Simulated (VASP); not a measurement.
# Ti2O in VASP: further runs

The runs below take Ti2O through single point, with r2SCAN.

All numbers are computed with VASP 6.6.1; they aren't measurements. Logs are shortened: lines on timing, memory, paths and dates and some standing lists are left out, and cuts for length are marked.

### 1 The cell of the first run

The structure is trigonal, space group P-3m1 (No. 164). The conventional cell has a = 2.919 Å, b = 2.919 Å, c = 4.713 Å, α = 90.00°, β = 90.00°, γ = 120.00°. Ti (site symmetry 3m) has 3 O at 2.14 Å and 3 Ti at 2.68 Å within 2.8 Å. O (site symmetry -3m) has 6 Ti at 2.14 Å within 2.8 Å.

### 2 Single point, r2SCAN

Input file POSCAR:

```
Ti2O
1.0
    2.9193980238      0.0000000000      0.0000000000
   -1.4596990119      2.5282728524      0.0000000000
    0.0000000000      0.0000000000      4.7130000000
Ti O
2 1
Direct
    0.6666666667      0.3333333333      0.2787400000
    0.3333333333      0.6666666667      0.7212600000
    0.0000000000      0.0000000000      0.0000000000
```

Input file INCAR.step1:

```
PREC = Accurate ; ENCUT = 660
ISMEAR = 0 ; SIGMA = 0.1
LREAL = False ; LASPH = True
NELM = 120 ; NBANDS = 22
GGA = PE ; ALGO = Normal
EDIFF = 1E-5 ; LWAVE = True
LCHARG = False ; GGA_COMPAT = False
```

Input file INCAR.step2:

```
PREC = Accurate ; ENCUT = 660
EDIFF = 1E-6 ; ISMEAR = 0
SIGMA = 0.1 ; LREAL = False
LASPH = True ; NELM = 120
ALGO = Normal ; ISIF = 2
LWAVE = False ; LCHARG = True
METAGGA = R2SCAN ; LMIXTAU = True
LELF = True ; LVHAR = True
NBANDS = 22 ; ISTART = 1
GGA_COMPAT = False
```

Input file KPOINTS:

```
Automatic mesh
0
Gamma
  1 1 1
```

Potentials or basis: VASP PAW PBE potentials, release 64 (Ti_sv, O).

Command:

```bash
cat potpaw_PBE.64/Ti_sv/POTCAR potpaw_PBE.64/O/POTCAR > POTCAR
cp INCAR.step1 INCAR
mpirun -np 1 vasp_gam > vasp.out
cp INCAR.step2 INCAR
mpirun -np 1 vasp_gam > vasp.out
```

OUTCAR:

```text
PREC = Accurate
   ENCUT = 660
   EDIFF = 1E-6
   ISMEAR = 0
   LREAL = False
   LASPH = True
   NELM = 120
   ISIF = 2
   METAGGA = R2SCAN
   ISTART = 1

 ion  position               nearest neighbor table
   1  0.667  0.333  0.279-   3 2.14   3 2.14   3 2.14   2 2.68   2 2.68   2 2.68
   2  0.333  0.667  0.721-   3 2.14   3 2.14   3 2.14   1 2.68   1 2.68   1 2.68
   3  0.000  0.000  0.000-   1 2.14   2 2.14   1 2.14   2 2.14   1 2.14   2 2.14

  LATTYP: Found a hexagonal cell.
 ALAT       =     2.9193980238
 C/A-ratio  =     1.6143739091

  Lattice vectors:

 A1 = (   2.9193980238,   0.0000000000,   0.0000000000)
 A2 = (  -1.4596990119,   2.5282728524,   0.0000000000)
 A3 = (   0.0000000000,   0.0000000000,   4.7130000000)

Analysis of symmetry for initial positions (statically):
=====================================================================
 Subroutine PRICEL returns:
 Original cell was already a primitive cell.

 Routine SETGRP: Setting up the symmetry group for a
 hexagonal supercell.

 Subroutine GETGRP returns: Found 12 space group operations
 (whereof 12 operations were pure point group operations)
 out of a pool of 24 trial point group operations.

The static configuration has the point symmetry D_3d.

Analysis of symmetry for dynamics (positions and initial velocities):
=====================================================================
 Subroutine PRICEL returns:
 Original cell was already a primitive cell.

 Routine SETGRP: Setting up the symmetry group for a
 hexagonal supercell.

 Subroutine GETGRP returns: Found 12 space group operations
 (whereof 12 operations were pure point group operations)
 out of a pool of 24 trial point group operations.

The dynamic configuration has the point symmetry D_3d.

 Subroutine INISYM returns: Found 12 space group operations
 (whereof 12 operations are pure point group operations),
 and found     1 'primitive' translations

----------------------------------------------------------------------------------------

                                     Primitive cell

  volume of cell :      34.7868

  direct lattice vectors                    reciprocal lattice vectors
     2.919398024  0.000000000  0.000000000     0.342536369  0.197763465  0.000000000
    -1.459699012  2.528272852  0.000000000     0.000000000  0.395526930  0.000000000
     0.000000000  0.000000000  4.713000000     0.000000000  0.000000000  0.212179079

  length of vectors
     2.919398024  2.919398024  4.713000000     0.395526930  0.395526930  0.212179079

  position of ions in fractional coordinates (direct lattice)
     0.666666667  0.333333333  0.278740000
     0.333333333  0.666666667  0.721260000
     0.000000000  0.000000000  0.000000000

  ion indices of the primitive-cell ions
   primitive index   ion index
                 1           1
                 2           2
                 3           3

----------------------------------------------------------------------------------------

 KPOINTS: Automatic mesh

Automatic generation of k-mesh.
 Grid dimensions read from file:
 generate k-points for:    1    1    1

 Generating k-lattice:

  Cartesian coordinates                     Fractional coordinates (reciprocal lattice)
     0.342536369  0.197763465  0.000000000     1.000000000  0.000000000  0.000000000
     0.000000000  0.395526930  0.000000000     0.000000000  1.000000000  0.000000000
     0.000000000  0.000000000  0.212179079     0.000000000  0.000000000  1.000000000

  Length of vectors
     0.395526930  0.395526930  0.212179079

  Shift w.r.t. Gamma in fractional coordinates (k-lattice)
     0.000000000  0.000000000  0.000000000

 Subroutine IBZKPT returns following result:
 ===========================================

 Found      1 irreducible k-points:

 Following reciprocal coordinates:
            Coordinates               Weight
  0.000000  0.000000  0.000000      1.000000
   k-points           NKPTS =      1   k-points in BZ     NKDIM =      1   number of bands    NBANDS=     22
   number of dos      NEDOS =    301   number of ions     NIONS =      3
   total plane-waves  NPLWV =  23040
   dimension x,y,z NGX =    24 NGY =   24 NGZ =   40
   dimension x,y,z NGXF=    48 NGYF=   48 NGZF=   80
   ions per type =               2   1
   NGX,Y,Z   is equivalent  to a cutoff of  13.67, 13.67, 14.11 a.u.
   NGXF,Y,Z  is equivalent  to a cutoff of  27.33, 27.33, 28.22 a.u.
 SYSTEM =  unknown system
   PREC   = accura    normal or accurate (medium, high low for compatibility)
   ISTART =      1    job   : 0-new  1-cont  2-samecut
   ICHARG =      0    charge: 1-file 2-atom 10-const
   ISPIN  =      1    spin polarized calculation?
   LNONCOLLINEAR =      F non collinear calculations
   LSORBIT =      F    spin-orbit coupling
   LASPH  =      T    aspherical Exc in radial PAW
   ENCUT  =  660.0 eV  48.51 Ry    6.96 a.u.   6.12  6.12  9.87*2*pi/ulx,y,z
   NELM   =    120;   NELMIN=  2; NELMDL=  0     # of ELM steps
   EDIFF  = 0.1E-05   stopping-criterion for ELM
   LREAL  =      F    real-space projection
   EDIFFG = 0.1E-04   stopping-criterion for IOM
   NSW    =      0    number of steps for IOM
   IBRION =     -1    ionic relax: 0-MD 1-quasi-New 2-CG
   NFREE  =      0    steps in history (QN), initial steepest desc. (CG)
   ISIF   =      2    stress and relaxation
   ISYM   =      2    0-nonsym 1-usesym 2-fastsym
   POTIM  = 0.5000    time-step for ionic-motion
   TEBEG  =    0.0;   TEEND  =   0.0 temperature during run
   PSTRESS=    0.0 pullay stress
   NELECT =      30.0000    total number of electrons
   NUPDOWN=      -1.0000    fix difference up-down
   EMIN   =  10.00;   EMAX   =-10.00  energy-range for DOS
   EFERMI =   0.00;   METHOD = LEGACY
   ISMEAR =     0;   SIGMA  =   0.10  broadening in eV -4-tet -1-fermi 0-gaus
   EFERMI_NEDOS =   21; number of points for ismear=-14 and -15
   IALGO  =     38    algorithm
   IMIX   =      4    mixing-type and parameters
     AMIX     =   0.40;   BMIX     =  1.00
     AMIX_MAG =   1.60;   BMIX_MAG =  1.00
  volume/ion in A,a.u.               =      11.60        78.25
  Fermi-wavevector in a.u.,A,eV,Ry     =   1.558274  2.944710 33.037889  2.428216
  Thomas-Fermi vector in A             =   2.661802
   LORBIT       =      0    0 simple, 1 ext, 2 COOP (PROOUT), +10 PAW based schemes
   METAGGA = R2SCAN    functional components
   LHFCALC =     F    Hartree Fock is set to
   AEXX    =    0.0000 exact exchange contribution
   IVDW    =     0    specifies the selected vdW correction
   LEPSILON=     F    determine dielectric tensor
   LRPA    =     F    only Hartree local field effects (RPA)
 non-spin polarized calculation
 Gauss-broadening in eV      SIGMA  =   0.10
  energy-cutoff  :      660.00
  volume of cell :       34.79
 maximum number of plane-waves:       664
   NGX = 13   NGY = 13   NGZ = 19

 number of electron      29.9999996 magnetization

 Free energy of the ion-electron system (eV)
  ---------------------------------------------------
  ext. energy  EPLUGINS =         0.00000000
  ---------------------------------------------------
  free energy    TOTEN  =       -32.02971746 eV

  energy without entropy =      -31.87846071  energy(sigma->0) =      -31.95408908

 E-fermi :  10.8885     XC(G=0): -13.2012

 val. band max:       10.3288016726   @ k =   0.0000   0.0000   0.0000
 cond. band min:      10.8999779936   @ k =   0.0000   0.0000   0.0000
 fundamental gap:      0.5711763209
 Fermi energy:        10.8885059955

 k-point     1 :       0.0000    0.0000    0.0000
  band No.  band energies     occupation
      1     -48.8772      2.00000
      2     -48.6931      2.00000
      3     -24.3451      2.00000
      4     -23.8843      2.00000
      5     -23.8843      2.00000
      6     -23.7561      2.00000
[... 14 lines left out ...]
     21      12.3735      0.00000
     22      15.2833      0.00000

------------------------ aborting loop because EDIFF is reached ----------------------------------------

  FORCE on cell =-STRESS in cart. coord.  units (eV):
  Direction    XX          YY          ZZ          XY          YZ          ZX
  --------------------------------------------------------------------------------------
  -------------------------------------------------------------------------------------
  Total       16.0110625     16.0110625     14.1489245     -0.0000000      0.0000000      0.0000000
  in kB      737.4219204    737.4219204    651.6573854     -0.0000000      0.0000000      0.0000000
  external PRESSURE =     708.8337421 kB  Pullay stress =       0.0000000 kB

 VOLUME and BASIS-vectors are now :
 -----------------------------------------------------------------------------
  energy-cutoff  :      660.00
  volume of cell :       34.79
      direct lattice vectors                 reciprocal lattice vectors
     2.919398024  0.000000000  0.000000000     0.342536369  0.197763465  0.000000000
    -1.459699012  2.528272852  0.000000000     0.000000000  0.395526930  0.000000000
     0.000000000  0.000000000  4.713000000     0.000000000  0.000000000  0.212179079

 POSITION                                       TOTAL-FORCE (eV/Angst)
 -----------------------------------------------------------------------------------
      1.45970      0.84276      1.31370         0.000000      0.000000     -3.337395
     -0.00000      1.68552      3.39930        -0.000000      0.000000      3.337395
      0.00000      0.00000      0.00000         0.000000      0.000000      0.000000
 -----------------------------------------------------------------------------------
    total drift:                               -0.000000      0.000000      0.000000

  FREE ENERGIE OF THE ION-ELECTRON SYSTEM (eV)
  ---------------------------------------------------
  free  energy   TOTEN  =       -32.0297174627 eV

  energy  without entropy=      -31.8784607052  energy(sigma->0) =      -31.95408908
```

Wall time 56 s (1 thread of Intel Xeon 8259CL, shared host); peak memory 0.16 GiB.

Results:

| Item | Value |
| --- | --- |
| Free energy | -32.0297 eV |
| Pressure | 70.9 GPa |
| Largest force | 3.337 eV/Å |

Forces on the atoms (eV/Å):
```
Ti   0.000  0.000 -3.337
Ti   0.000  0.000  3.337
O    0.000  0.000  0.000
```

Caveat: the k points lie up to 2.49 Å⁻¹ apart; the PAW data sets were made with another functional, which shifts forces and pressure a little.

### 3 Single point, r2SCAN

This run uses another cell than the first one, of 11.74 Å³/atom.

Input file POSCAR:

```
Ti2O
1.0
    2.9432780955      0.0201131738     -0.0466091727
   -1.4542205283      2.5333845928      0.0388784197
   -0.0752446324      0.0290314697      4.7072549871
Ti O
2 1
Direct
    0.6755482196      0.3348340732      0.2828520726
    0.3249469338      0.6615028209      0.7101950052
    0.0014606901     -0.0158981989     -0.0027680215
```

Input file INCAR.step1:

```
PREC     = Accurate       # precision mode
ENCUT    = 660            # plane-wave cutoff, eV
ISMEAR   = 0              # smearing method
SIGMA    = 0.1            # smearing width, eV
LREAL    = F              # projectors in reciprocal space
LASPH    = T              # aspherical terms in the spheres
NELM     = 120            # most SCF steps
NBANDS   = 22             # bands
GGA      = PE             # functional
ALGO     = Normal         # electronic algorithm
EDIFF    = 1E-5           # SCF threshold, eV
LWAVE    = T              # write WAVECAR
LCHARG   = F              # write CHGCAR
GGA_COMPAT= F
```

Input file INCAR.step2:

```
PREC     = Accurate       # precision mode
ENCUT    = 660            # plane-wave cutoff, eV
EDIFF    = 1E-6           # SCF threshold, eV
ISMEAR   = 0              # smearing method
SIGMA    = 0.1            # smearing width, eV
LREAL    = F              # projectors in reciprocal space
LASPH    = T              # aspherical terms in the spheres
NELM     = 120            # most SCF steps
ALGO     = Normal         # electronic algorithm
ISIF     = 2              # what is computed and relaxed
LWAVE    = F              # write WAVECAR
LCHARG   = F              # write CHGCAR
METAGGA  = R2SCAN         # meta-GGA
LMIXTAU  = T            
NBANDS   = 22             # bands
ISTART   = 1            
GGA_COMPAT= F
```

KPOINTS is that of step 2.

Potentials or basis: VASP PAW PBE potentials, release 64 (Ti_sv, O).

Command:

```bash
cat potpaw_PBE.64/Ti_sv/POTCAR potpaw_PBE.64/O/POTCAR > POTCAR
cp INCAR.step1 INCAR
mpirun -np 1 vasp_gam > vasp.out
cp INCAR.step2 INCAR
mpirun -np 1 vasp_gam > vasp.out
```

OUTCAR:

```text
PREC = Accurate
   ENCUT = 660
   EDIFF = 1E-6
   ISMEAR = 0
   LREAL = F
   LASPH = T
   NELM = 120
   ISIF = 2
   METAGGA = R2SCAN
   ISTART = 1

 ion  position               nearest neighbor table
   1  0.676  0.335  0.283-   3 2.12   3 2.17   3 2.21   2 2.58   2 2.63   2 2.69
   2  0.325  0.662  0.710-   3 2.16   3 2.17   3 2.18   1 2.58   1 2.63   1 2.69
   3  0.001  0.984  0.997-   1 2.12   2 2.16   1 2.17   2 2.17   2 2.18   1 2.21

  LATTYP: Found a triclinic cell.
 ALAT       =     2.9437158324
 B/A-ratio  =     0.9924033716
 C/A-ratio  =     1.5993207614
 COS(alpha) =     0.0266098687
 COS(beta)  =     0.0317690915
 COS(gamma) =     0.4920014989

  Lattice vectors:

 A1 = (   2.9432780955,   0.0201131738,  -0.0466091727)
 A2 = (   1.4542205283,  -2.5333845928,  -0.0388784197)
 A3 = (   0.0752446324,  -0.0290314697,  -4.7072549871)

Analysis of symmetry for initial positions (statically):
[... 146 lines left out ...]
  ext. energy  EPLUGINS =         0.00000000
  ---------------------------------------------------
  free energy    TOTEN  =       -32.31898592 eV

  energy without entropy =      -32.23439229  energy(sigma->0) =      -32.27668910

 E-fermi :  10.6477     XC(G=0): -13.0948

 val. band max:       10.5940350918   @ k =   0.0000   0.0000   0.0000
 cond. band min:      10.7013837765   @ k =   0.0000   0.0000   0.0000
 fundamental gap:      0.1073486846
 Fermi energy:        10.6477094335

 k-point     1 :       0.0000    0.0000    0.0000
  band No.  band energies     occupation
      1     -49.0203      2.00000
      2     -48.8050      2.00000
      3     -24.7372      2.00000
      4     -24.0761      2.00000
      5     -24.0288      2.00000
      6     -23.8244      2.00000
[... 14 lines left out ...]
     21      12.6995      0.00000
     22      14.8432      0.00000

------------------------ aborting loop because EDIFF is reached ----------------------------------------

  FORCE on cell =-STRESS in cart. coord.  units (eV):
  Direction    XX          YY          ZZ          XY          YZ          ZX
  --------------------------------------------------------------------------------------
  -------------------------------------------------------------------------------------
  Total       21.3161863     14.1875511      7.0875683      2.6135297     -0.0742594      0.3036983
  in kB      969.4973684    645.2745949    322.3549804    118.8678954     -3.3774479     13.8127298
  external PRESSURE =     645.7089812 kB  Pullay stress =       0.0000000 kB

 VOLUME and BASIS-vectors are now :
 -----------------------------------------------------------------------------
  energy-cutoff  :      660.00
  volume of cell :       35.23
      direct lattice vectors                 reciprocal lattice vectors
     2.943278096  0.020113174 -0.046609173     0.338496581  0.194240104  0.004212853
    -1.454220528  2.533384593  0.038878420    -0.002726075  0.393201910 -0.002468605
    -0.075244632  0.029031470  4.707254987     0.003374160 -0.001324275  0.212500138

 POSITION                                       TOTAL-FORCE (eV/Angst)
 -----------------------------------------------------------------------------------
      1.48012      0.87006      1.31299         1.118750      1.440940     -0.796093
     -0.05900      1.70299      3.35364        -1.871649      0.516028      0.640793
     -1.50184      2.52209      4.73242         0.752899     -1.956968      0.155301
 -----------------------------------------------------------------------------------
    total drift:                               -0.000960      0.000173     -0.000819

  FREE ENERGIE OF THE ION-ELECTRON SYSTEM (eV)
  ---------------------------------------------------
  free  energy   TOTEN  =       -32.3189859190 eV

  energy  without entropy=      -32.2343922882  energy(sigma->0) =      -32.27668910
```

OUTCAR.step1:

```text
PREC = Accurate
   ENCUT = 660
   ISMEAR = 0
   LREAL = F
[... 230 lines left out ...]
      1.48012      0.87006      1.31299         0.686045      1.064797     -0.158433
     -0.05900      1.70299      3.35364        -1.401548      0.201813      0.000589
     -1.50184      2.52209      4.73242         0.715503     -1.266610      0.157844
 -----------------------------------------------------------------------------------
    total drift:                                0.000547     -0.001417     -0.002992

  FREE ENERGIE OF THE ION-ELECTRON SYSTEM (eV)
  ---------------------------------------------------
  free  energy   TOTEN  =       -20.4447265879 eV

  energy  without entropy=      -20.3345435227  energy(sigma->0) =      -20.38963506
```

OSZICAR.step1:

```text
N       E                     dE             d eps       ncg     rms          rms(c)
DAV:   1     0.443427332069E+03    0.44343E+03   -0.19226E+04    44   0.206E+03
DAV:   2     0.381508970846E+02   -0.40528E+03   -0.37354E+03    50   0.528E+02
DAV:   3    -0.223557084681E+02   -0.60507E+02   -0.55007E+02    76   0.160E+02
DAV:   4    -0.254693817756E+02   -0.31137E+01   -0.28149E+01    64   0.361E+01
DAV:   5    -0.255611904372E+02   -0.91809E-01   -0.91778E-01    52   0.533E+00    0.169E+01
DAV:   6    -0.206119101861E+02    0.49493E+01   -0.37711E+01    64   0.458E+01    0.119E+01
DAV:   7    -0.205044601856E+02    0.10745E+00   -0.16216E+01    66   0.219E+01    0.613E+00
DAV:   8    -0.208142486216E+02   -0.30979E+00   -0.25797E+00    58   0.208E+01    0.813E+00
DAV:   9    -0.204479048239E+02    0.36634E+00   -0.14724E+00    58   0.124E+01    0.352E+00
DAV:  10    -0.204386389758E+02    0.92658E-02   -0.25487E-01    52   0.670E+00    0.174E+00
DAV:  11    -0.204432956472E+02   -0.46567E-02   -0.10234E-01    64   0.354E+00    0.457E-01
DAV:  12    -0.204445239679E+02   -0.12283E-02   -0.91368E-03    64   0.962E-01    0.298E-01
DAV:  13    -0.204446093321E+02   -0.85364E-04   -0.23510E-03    60   0.394E-01    0.182E-01
DAV:  14    -0.204447348560E+02   -0.12552E-03   -0.12416E-03    52   0.334E-01    0.472E-02
DAV:  15    -0.204447285545E+02    0.63015E-05   -0.28583E-04    72   0.126E-01    0.364E-02
DAV:  16    -0.204447265879E+02    0.19665E-05   -0.38565E-05    36   0.560E-02
   1 F= -.20444727E+02 E0= -.20389635E+02  d E =-.110183E+00
```

Run time: 76 s. Hardware: 1 thread of Intel Xeon 8259CL, shared host; peak memory 0.16 GiB.

Results:

| Quantity | Value |
| --- | --- |
| Free energy | -32.3190 eV |
| Pressure | 64.6 GPa |
| Largest force | 2.103 eV/Å |

Forces on the atoms (eV/Å):
```
Ti   1.119  1.441 -0.796
Ti  -1.872  0.516  0.641
O    0.753 -1.957  0.155
```

Levels at points of the mesh, in eV from the Fermi level:
```csv
k point,band 13,band 14,band 15,band 16,band 17,band 18
"(0.00, 0.00, 0.00)",-4.61,-0.69,-0.05,0.05,0.40,0.56
```

Caveat: the k points lie up to 2.47 Å⁻¹ apart; the PAW data sets were made with another functional, which shifts forces and pressure a little.

[end of part 1 of 2]
